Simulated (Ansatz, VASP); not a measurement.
**Sn2PbO3: VASP beside Ansatz**

```
Sn Pb O
1.0
     3.92273    0.00000    0.00000
     0.00000    3.92273    0.00000
     0.00000    0.00000   15.12063
Sn Pb O
4 2 6
Direct
  0.50000 0.00000 0.58433
  0.50000 0.00000 0.92467
  0.00000 0.50000 0.07533
  0.00000 0.50000 0.41567
  0.00000 0.50000 0.74172
  0.50000 0.00000 0.25828
  0.50000 0.50000 0.65932
  0.00000 0.00000 0.65932
  0.50000 0.50000 0.00000
  0.00000 0.00000 0.00000
  0.00000 0.00000 0.34068
  0.50000 0.50000 0.34068
```

Alike in both runs: functional PBE; k mesh 3 × 3 × 1; occupations gaussian, width 0.15 eV; no spin polarisation.

Ansatz relaxed the structure, and its values are those at the end. VASP's run is a single point on that final structure, the one shown.

|  | VASP | Ansatz |
| --- | --- | --- |
| version | VASP 6.6.1 | Ansatz 0.2.0 |
| potentials or method | VASP PAW PBE potentials, release 64 (Sn_d, Pb_d, O), cutoff 600 eV | scalar-relativistic, plane waves, PAW |
| valence electrons in the cell | 120 | 120 |

```tsv
	VASP	Ansatz	Ansatz less VASP
gap on the k mesh at the Fermi level (eV)	1.25	1.28	+0.036
least direct gap on the mesh (eV)	1.25	1.28	+0.036
pressure (GPa)	0.4	0.3	-0.06
rms of the force components (eV/Å)	0.018	0.010	-0.0075
```

The k mesh is coarse, so the values compare programs but aren't converged. Neither program's run includes spin-orbit coupling.
